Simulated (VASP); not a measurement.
# Ni3Ge (Pm-3m) in VASP: a series of runs

Runs on Ni3Ge. Level: LDA. Tasks: single point.

Everything below comes from runs of VASP 6.6.1. Logs are shortened: lines on timing, memory, paths and dates and some standing lists are left out, and cuts for length are marked.

### Step 1. The cell of the first run

Symmetry: Pm-3m, No. 221, cubic system. Conventional cell: a = 3.135 Å, b = 3.135 Å, c = 3.135 Å, α = 90.00°, β = 90.00°, γ = 90.00°. Within 2.9 Å of Ni (site symmetry 4/mmm) lie 8 Ni at 2.22 Å and 4 Ge at 2.22 Å. Within 2.9 Å of Ge (site symmetry m-3m) lie 12 Ni at 2.22 Å.

### Step 2. Single point, LDA (7.70 Å³/atom)

The input, INCAR:

```
PREC     = Accurate       # precision mode
ENCUT    = 600            # plane-wave cutoff, eV
EDIFF    = 1E-6           # SCF threshold, eV
ISMEAR   = -1             # smearing method
SIGMA    = 0.05           # smearing width, eV
LREAL    = False          # projectors in reciprocal space
LASPH    = True           # aspherical terms in the spheres
NELM     = 120            # most SCF steps
ALGO     = Normal         # electronic algorithm
ISIF     = 2              # what is computed and relaxed
LWAVE    = False          # write WAVECAR
LCHARG   = True           # write CHGCAR
GGA      = CA             # functional
LELF     = True           # ELF
LVHAR    = True         
NBANDS   = 30             # bands
GGA_COMPAT= False
```

The input, KPOINTS:

```
regular mesh
0
Gamma
  8 8 8
```

The input, POSCAR:

```
Ni3Ge
1.0
    3.1345977808      0.0000000000      0.0000000000
    0.0000000000      3.1345977808      0.0000000000
    0.0000000000      0.0000000000      3.1345977808
Ni Ge
3 1
Direct
    0.5000000000      0.0000000000      0.5000000000
    0.0000000000      0.5000000000      0.5000000000
    0.5000000000      0.5000000000      0.0000000000
    0.0000000000      0.0000000000      0.0000000000
```

Potentials or basis: VASP PAW LDA potentials, release 64 (Ni, Ge_d).

The run is started by

```bash
cat potpaw_LDA.64/Ni/POTCAR potpaw_LDA.64/Ge_d/POTCAR > POTCAR
mpirun -np 1 vasp_std > vasp.out
```

OUTCAR:

```text
PREC = Accurate
   ENCUT = 600
   EDIFF = 1E-6
   ISMEAR = -1
   LREAL = False
   LASPH = True
   NELM = 120
   ISIF = 2
   GGA = CA

 ion  position               nearest neighbor table
   1  0.500  0.000  0.500-   2 2.22   3 2.22   4 2.22   3 2.22   4 2.22   2 2.22   3 2.22   3 2.22
                             2 2.22   4 2.22   4 2.22   2 2.22
   2  0.000  0.500  0.500-   1 2.22   3 2.22   4 2.22   3 2.22   4 2.22   1 2.22   4 2.22   4 2.22
                             1 2.22   3 2.22   3 2.22   1 2.22
   3  0.500  0.500  0.000-   1 2.22   2 2.22   4 2.22   1 2.22   2 2.22   1 2.22   4 2.22   1 2.22
                             2 2.22   4 2.22   2 2.22   4 2.22
   4  0.000  0.000  0.000-   1 2.22   2 2.22   3 2.22   1 2.22   2 2.22   2 2.22   3 2.22   2 2.22
                             1 2.22   3 2.22   1 2.22   3 2.22

  LATTYP: Found a simple cubic cell.
 ALAT       =     3.1345977808

  Lattice vectors:

 A1 = (   3.1345977808,   0.0000000000,   0.0000000000)
 A2 = (   0.0000000000,   3.1345977808,   0.0000000000)
 A3 = (   0.0000000000,   0.0000000000,   3.1345977808)

Analysis of symmetry for initial positions (statically):
=====================================================================
 Subroutine PRICEL returns:
 Original cell was already a primitive cell.

 Routine SETGRP: Setting up the symmetry group for a
 simple cubic supercell.

 Subroutine GETGRP returns: Found 48 space group operations
 (whereof 48 operations were pure point group operations)
 out of a pool of 48 trial point group operations.

The static configuration has the point symmetry O_h .

Analysis of symmetry for dynamics (positions and initial velocities):
=====================================================================
 Subroutine PRICEL returns:
 Original cell was already a primitive cell.

 Routine SETGRP: Setting up the symmetry group for a
 simple cubic supercell.

 Subroutine GETGRP returns: Found 48 space group operations
 (whereof 48 operations were pure point group operations)
 out of a pool of 48 trial point group operations.

The dynamic configuration has the point symmetry O_h .

 Subroutine INISYM returns: Found 48 space group operations
 (whereof 48 operations are pure point group operations),
 and found     1 'primitive' translations

----------------------------------------------------------------------------------------

                                     Primitive cell

  volume of cell :      30.7996

  direct lattice vectors                    reciprocal lattice vectors
     3.134597781  0.000000000  0.000000000     0.319020197  0.000000000  0.000000000
     0.000000000  3.134597781  0.000000000     0.000000000  0.319020197  0.000000000
     0.000000000  0.000000000  3.134597781     0.000000000  0.000000000  0.319020197

  length of vectors
     3.134597781  3.134597781  3.134597781     0.319020197  0.319020197  0.319020197

  position of ions in fractional coordinates (direct lattice)
     0.500000000  0.000000000  0.500000000
     0.000000000  0.500000000  0.500000000
     0.500000000  0.500000000  0.000000000
     0.000000000  0.000000000  0.000000000

  ion indices of the primitive-cell ions
   primitive index   ion index
                 1           1
                 2           2
                 3           3
                 4           4

----------------------------------------------------------------------------------------

 KPOINTS: regular mesh

Automatic generation of k-mesh.
 Grid dimensions read from file:
 generate k-points for:    8    8    8

 Generating k-lattice:

  Cartesian coordinates                     Fractional coordinates (reciprocal lattice)
     0.039877525  0.000000000  0.000000000     0.125000000  0.000000000  0.000000000
     0.000000000  0.039877525  0.000000000     0.000000000  0.125000000  0.000000000
     0.000000000  0.000000000  0.039877525     0.000000000  0.000000000  0.125000000

  Length of vectors
     0.039877525  0.039877525  0.039877525

  Shift w.r.t. Gamma in fractional coordinates (k-lattice)
     0.000000000  0.000000000  0.000000000

 Subroutine IBZKPT returns following result:
 ===========================================

 Found     35 irreducible k-points:

 Following reciprocal coordinates:
            Coordinates               Weight
  0.000000  0.000000  0.000000      1.000000
  0.125000  0.000000  0.000000      6.000000
  0.250000  0.000000  0.000000      6.000000
  0.375000  0.000000  0.000000      6.000000
  0.500000  0.000000  0.000000      3.000000
  0.125000  0.125000  0.000000     12.000000
[... 16 lines left out ...]
  0.375000  0.375000  0.125000     24.000000
  0.500000  0.375000  0.125000     24.000000
 [... further k-points ...]
   k-points           NKPTS =     35   k-points in BZ     NKDIM =     35   number of bands    NBANDS=     30
   number of dos      NEDOS =    301   number of ions     NIONS =      4
   total plane-waves  NPLWV =  21952
   dimension x,y,z NGX =    28 NGY =   28 NGZ =   28
   dimension x,y,z NGXF=    56 NGYF=   56 NGZF=   56
   ions per type =               3   1
   NGX,Y,Z   is equivalent  to a cutoff of  14.85, 14.85, 14.85 a.u.
   NGXF,Y,Z  is equivalent  to a cutoff of  29.70, 29.70, 29.70 a.u.
 SYSTEM =  unknown system
   PREC   = accura    normal or accurate (medium, high low for compatibility)
   ISTART =      0    job   : 0-new  1-cont  2-samecut
   ICHARG =      2    charge: 1-file 2-atom 10-const
   ISPIN  =      1    spin polarized calculation?
   LNONCOLLINEAR =      F non collinear calculations
   LSORBIT =      F    spin-orbit coupling
   LASPH  =      T    aspherical Exc in radial PAW
   ENCUT  =  600.0 eV  44.10 Ry    6.64 a.u.   6.26  6.26  6.26*2*pi/ulx,y,z
   NELM   =    120;   NELMIN=  2; NELMDL= -5     # of ELM steps
   EDIFF  = 0.1E-05   stopping-criterion for ELM
   LREAL  =      F    real-space projection
   EDIFFG = 0.1E-04   stopping-criterion for IOM
   NSW    =      0    number of steps for IOM
   IBRION =     -1    ionic relax: 0-MD 1-quasi-New 2-CG
   NFREE  =      0    steps in history (QN), initial steepest desc. (CG)
   ISIF   =      2    stress and relaxation
   ISYM   =      2    0-nonsym 1-usesym 2-fastsym
   POTIM  = 0.5000    time-step for ionic-motion
   TEBEG  =    0.0;   TEEND  =   0.0 temperature during run
   PSTRESS=    0.0 pullay stress
   NELECT =      44.0000    total number of electrons
   NUPDOWN=      -1.0000    fix difference up-down
   EMIN   =  10.00;   EMAX   =-10.00  energy-range for DOS
   EFERMI =   0.00;   METHOD = LEGACY
   ISMEAR =    -1;   SIGMA  =   0.05  broadening in eV -4-tet -1-fermi 0-gaus
   EFERMI_NEDOS =   21; number of points for ismear=-14 and -15
   IALGO  =     38    algorithm
   IMIX   =      4    mixing-type and parameters
     AMIX     =   0.40;   BMIX     =  1.00
     AMIX_MAG =   1.60;   BMIX_MAG =  1.00
  volume/ion in A,a.u.               =       7.70        51.96
  Fermi-wavevector in a.u.,A,eV,Ry     =   1.843786  3.484251 46.253654  3.399548
  Thomas-Fermi vector in A             =   2.895404
   LORBIT       =      0    0 simple, 1 ext, 2 COOP (PROOUT), +10 PAW based schemes
   GGA     = CA    functional components
   LHFCALC =     F    Hartree Fock is set to
   AEXX    =    0.0000 exact exchange contribution
   IVDW    =     0    specifies the selected vdW correction
   LEPSILON=     F    determine dielectric tensor
   LRPA    =     F    only Hartree local field effects (RPA)
 non-spin polarized calculation
  energy-cutoff  :      600.00
  volume of cell :       30.80
 maximum number of plane-waves:      1064
 NGX is ok and might be reduce to    28
   NGX = 13   NGY = 13   NGZ = 13

 number of electron      43.9999987 magnetization

 Free energy of the ion-electron system (eV)
  ---------------------------------------------------
  ext. energy  EPLUGINS =         0.00000000
  ---------------------------------------------------
  free energy    TOTEN  =       -21.92492606 eV

  energy without entropy =      -21.91250000  energy(sigma->0) =      -21.91871303

 E-fermi :  16.5351     XC(G=0): -16.0961

 val. band max:       16.4665785723   @ k =   0.1250   0.1250   0.0000
 cond. band min:      16.5564712070   @ k =   0.5000   0.3750   0.3750
 fundamental gap:      0.0898926347
 Fermi energy:        16.5350602123

 k-point     1 :       0.0000    0.0000    0.0000
  band No.  band energies     occupation
      1      -8.8982      2.00000
      2      -8.8982      2.00000
      3      -8.8376      2.00000
      4      -8.8376      2.00000
      5      -8.8376      2.00000
      6       0.5449      2.00000
[... 22 lines left out ...]
     29      29.9215      0.00000
     30      29.9215      0.00000

 k-point     2 :       0.1250    0.0000    0.0000
  band No.  band energies     occupation
      1      -8.8940      2.00000
      2      -8.8830      2.00000
      3      -8.8365      2.00000
      4      -8.8349      2.00000
      5      -8.8349      2.00000
      6       0.7877      2.00000
[... 22 lines left out ...]
     29      29.4585      0.00000
     30      29.4585      0.00000

 k-point     3 :       0.2500    0.0000    0.0000
  band No.  band energies     occupation
      1      -8.8840      2.00000
      2      -8.8462      2.00000
      3      -8.8340      2.00000
      4      -8.8287      2.00000
      5      -8.8287      2.00000
      6       1.4916      2.00000
[... 22 lines left out ...]
     29      27.6997      0.00000
     30      30.1003      0.00000

 k-point     4 :       0.3750    0.0000    0.0000
  band No.  band energies     occupation
      1      -8.8741      2.00000
      2      -8.8314      2.00000
      3      -8.8223      2.00000
      4      -8.8223      2.00000
      5      -8.8095      2.00000
      6       2.5374      2.00000
[... 616 lines left out ...]
     29      30.5906      0.00000
     30      30.5939      0.00000

 k-point    23 :       0.3750    0.3750    0.1250
  band No.  band energies     occupation
      1      -8.8596      2.00000
      2      -8.8289      2.00000
      3      -8.8288      2.00000
      4      -8.8198      2.00000
      5      -8.7574      2.00000
      6       4.2241      2.00000
[... 22 lines left out ...]
     29      30.2242      0.00000
     30      32.3717      0.00000

 k-point    24 :       0.5000    0.3750    0.1250
  band No.  band energies     occupation
      1      -8.8651      2.00000
      2      -8.8283      2.00000
      3      -8.8273      2.00000
      4      -8.8184      2.00000
      5      -8.7461      2.00000
      6       4.6683      2.00000
[... 22 lines left out ...]
     29      29.1862      0.00000
     30      32.2178      0.00000

 [... further k-points ...]

------------------------ aborting loop because EDIFF is reached ----------------------------------------

  FORCE on cell =-STRESS in cart. coord.  units (eV):
  Direction    XX          YY          ZZ          XY          YZ          ZX
  --------------------------------------------------------------------------------------
  -------------------------------------------------------------------------------------
  Total       32.0261339     32.0261339     32.0261339      0.0000000      0.0000000     -0.0000000
  in kB     1665.9794187   1665.9794187   1665.9794187      0.0000000      0.0000000     -0.0000000
  external PRESSURE =    1665.9794187 kB  Pullay stress =       0.0000000 kB

 VOLUME and BASIS-vectors are now :
 -----------------------------------------------------------------------------
  energy-cutoff  :      600.00
  volume of cell :       30.80
      direct lattice vectors                 reciprocal lattice vectors
     3.134597781  0.000000000  0.000000000     0.319020197  0.000000000  0.000000000
     0.000000000  3.134597781  0.000000000     0.000000000  0.319020197  0.000000000
     0.000000000  0.000000000  3.134597781     0.000000000  0.000000000  0.319020197

 POSITION                                       TOTAL-FORCE (eV/Angst)
 -----------------------------------------------------------------------------------
      1.56730      0.00000      1.56730         0.000000      0.000000      0.000000
      0.00000      1.56730      1.56730         0.000000      0.000000      0.000000
      1.56730      1.56730      0.00000         0.000000      0.000000      0.000000
      0.00000      0.00000      0.00000         0.000000      0.000000      0.000000
 -----------------------------------------------------------------------------------
    total drift:                                0.000000      0.000000      0.000000

  FREE ENERGIE OF THE ION-ELECTRON SYSTEM (eV)
  ---------------------------------------------------
  free  energy   TOTEN  =       -21.9249260610 eV

  energy  without entropy=      -21.9125000019  energy(sigma->0) =      -21.91871303
```

Run time: 24 s. Hardware: 1 thread of AMD EPYC 9R45 (Zen 5), shared host; peak memory 0.13 GiB.

What came out:

```yaml
Free_energy: -21.9249 eV
Pressure: 166.6 GPa
Band_gap_on_the_k_mesh: zero (bands 22 and 23 overlap by 0.40 eV)
```

Caveat: the cell stands under pressure. Spin polarisation is off, so any magnetic state and its effect on volume and gap are missing.

### Step 3. Single point, LDA (8.36 Å³/atom)

This run uses another cell than the first one, of 8.36 Å³/atom.

The input, INCAR:

```
SYSTEM = Ni3Ge
PREC     = Accurate       ! precision mode
ENCUT    = 600            ! plane-wave cutoff, eV
EDIFF    = 1E-6           ! SCF threshold, eV
ISMEAR   = -1             ! smearing method
SIGMA    = 0.05           ! smearing width, eV
LREAL    = .False.        ! projectors in reciprocal space
LASPH    = .True.         ! aspherical terms in the spheres
NELM     = 120            ! most SCF steps
ALGO     = Normal         ! electronic algorithm
ISIF     = 2              ! what is computed and relaxed
LWAVE    = .False.        ! write WAVECAR
LCHARG   = .False.        ! write CHGCAR
NBANDS   = 30             ! bands
GGA_COMPAT= .False.
```

The input, KPOINTS:

```
regular mesh
0
Gamma
  8 8 8
  0 0 0
```

The input, POSCAR:

```
Ni3Ge
1.0
    3.2217141598      0.0000000000      0.0000000000
    0.0000000000      3.2217141598      0.0000000000
    0.0000000000      0.0000000000      3.2217141598
Ni Ge
3 1
Direct
    0.5000000000      0.0000000000      0.5000000000
    0.0000000000      0.5000000000      0.5000000000
    0.5000000000      0.5000000000      0.0000000000
    0.0000000000      0.0000000000      0.0000000000
```

Potentials or basis: VASP PAW LDA potentials, release 64 (Ni, Ge_d).

The run is started by

```bash
cat potpaw_LDA.64/Ni/POTCAR potpaw_LDA.64/Ge_d/POTCAR > POTCAR
mpirun -np 1 vasp_std > vasp.out
```

Wall time 24 s (1 thread of AMD EPYC 9R45 (Zen 5), shared host); peak memory 0.13 GiB.

It converged, with:

```yaml
Free_energy: -24.1051 eV
Pressure: 102.0 GPa
Band_gap_on_the_k_mesh: zero (bands 22 and 23 overlap by 0.35 eV)
```

Levels at points of the mesh, in eV from the Fermi level:
```tsv
k point	band 19	band 20	band 21	band 22	band 23	band 24	band 25	band 26
(0.00, 0.00, 0.00)	-0.86	-0.86	-0.40	0.07	0.07	0.07	6.74	8.79
(0.50, 0.00, 0.00)	-1.89	-1.72	-0.79	0.07	4.78	4.78	6.94	6.94
(0.50, 0.50, 0.00)	-1.66	-1.65	-1.41	-1.32	0.97	0.97	7.62	8.28
(0.50, 0.50, 0.50)	-1.72	-1.72	-1.06	-0.28	-0.28	-0.28	1.90	5.87
```

Caveat: the cell stands under pressure. Spin polarisation is off, so any magnetic state and its effect on volume and gap are missing.

### Step 4. Single point, LDA (9.02 Å³/atom)

This run uses another cell than the first one, of 9.02 Å³/atom.

The input, INCAR:

```
ALGO = Normal
EDIFF = 1E-6
ENCUT = 600
GGA = CA
GGA_COMPAT = F
ISIF = 2
ISMEAR = -1
LASPH = T
LCHARG = F
LREAL = F
LWAVE = F
NBANDS = 30
NELM = 120
PREC = Accurate
SIGMA = 0.05
```

The input, KPOINTS:

```
k-points
0
Gamma
  8 8 8
```

The input, POSCAR:

```
Ni3Ge
1.0
    3.3043579936      0.0000000000      0.0000000000
    0.0000000000      3.3043579936      0.0000000000
    0.0000000000      0.0000000000      3.3043579936
Ni Ge
3 1
Direct
    0.5000000000      0.0000000000      0.5000000000
    0.0000000000      0.5000000000      0.5000000000
    0.5000000000      0.5000000000      0.0000000000
    0.0000000000      0.0000000000      0.0000000000
```

The run is started by

```bash
cat potpaw_LDA.64/Ni/POTCAR potpaw_LDA.64/Ge_d/POTCAR > POTCAR
mpirun -np 1 vasp_std > vasp.out
```

Run time: 27 s. Hardware: 1 thread of AMD EPYC 9R45 (Zen 5), shared host; peak memory 0.13 GiB.

It converged, with:

```
Free energy            : -25.4029 eV
Pressure               : 58.1 GPa
Band gap on the k mesh : zero (bands 22 and 23 overlap by 0.31 eV)
```

Levels at points of the mesh, in eV from the Fermi level:
| k point | band 19 | band 20 | band 21 | band 22 | band 23 | band 24 | band 25 | band 26 |
| --- | --- | --- | --- | --- | --- | --- | --- | --- |
| (0.00, 0.00, 0.00) | -0.77 | -0.77 | -0.36 | 0.06 | 0.06 | 0.06 | 5.89 | 8.24 |
| (0.50, 0.00, 0.00) | -1.68 | -1.53 | -0.70 | 0.06 | 4.43 | 4.43 | 6.35 | 6.59 |
| (0.50, 0.50, 0.00) | -1.52 | -1.49 | -1.26 | -1.20 | 0.86 | 0.86 | 7.04 | 7.75 |
| (0.50, 0.50, 0.50) | -1.55 | -1.55 | -0.89 | -0.26 | -0.26 | -0.26 | 1.50 | 5.37 |

Caveat: the cell stands under pressure. Spin polarisation is off, so any magnetic state and its effect on volume and gap are missing.

### Step 5. The runs side by side

```csv
cell,gap on the mesh (eV),pressure (GPa)
"a = 3.135 Å, 4 atoms",none,166.6
"a = 3.222 Å, 4 atoms",none,102.0
"a = 3.304 Å, 4 atoms",none,58.1
```

Alike in all rows: task single point; level LDA; potentials or basis VASP PAW LDA potentials, release 64 (Ni, Ge_d); no spin polarisation; k mesh 8 × 8 × 8; cutoff (eV) 600; smearing fermi-dirac 0.05 eV.

Caveats: the cell stands under pressure.

Absolute energies hang on the potentials; compare differences alone.
